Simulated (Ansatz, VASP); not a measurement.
**Two plane-wave programs on FePt**

```
Fe Pt
1.0
     3.01327    0.00000    0.00000
     0.00000    3.01327    0.00000
     0.00000    0.00000    3.01327
Fe Pt
1 1
Direct
  0.50000 0.50000 0.50000
  0.00000 0.00000 0.00000
```

Alike in both runs: functional PBEsol; k mesh 14 × 14 × 14; occupations gaussian, width 0.1 eV; collinear spin.

Ansatz relaxed the structure, and its values are those at the end. VASP's run is a single point on that final structure, the one shown.

|  | VASP | Ansatz |
| --- | --- | --- |
| version | VASP 6.6.1 | Ansatz 0.2.0 |
| potentials or method | VASP PAW PBE potentials, release 64 (Fe, Pt), cutoff 520 eV | scalar-relativistic, plane waves, PAW |
| valence electrons in the cell | 18 | 34 |

```tsv
	VASP	Ansatz	Ansatz less VASP
gap on the k mesh at the Fermi level (eV)	none	none	-
pressure (GPa)	-0.4	0.0	+0.37
net moment per atom (μB)	1.70	1.70	+0.005
size of the moment on the site where the two differ most (μB)	0.36	0.40	+0.036
```

VASP's potentials were made for PBE, not for PBEsol. Site moments also hang on the region over which each program counts them. A gap of «none» marks a metal or a gap that the smearing closes. VASP's potentials hold 18 valence electrons a cell and Ansatz's 34, so a difference there can come from the potentials and not from the codes.

Spin-orbit coupling is off throughout.
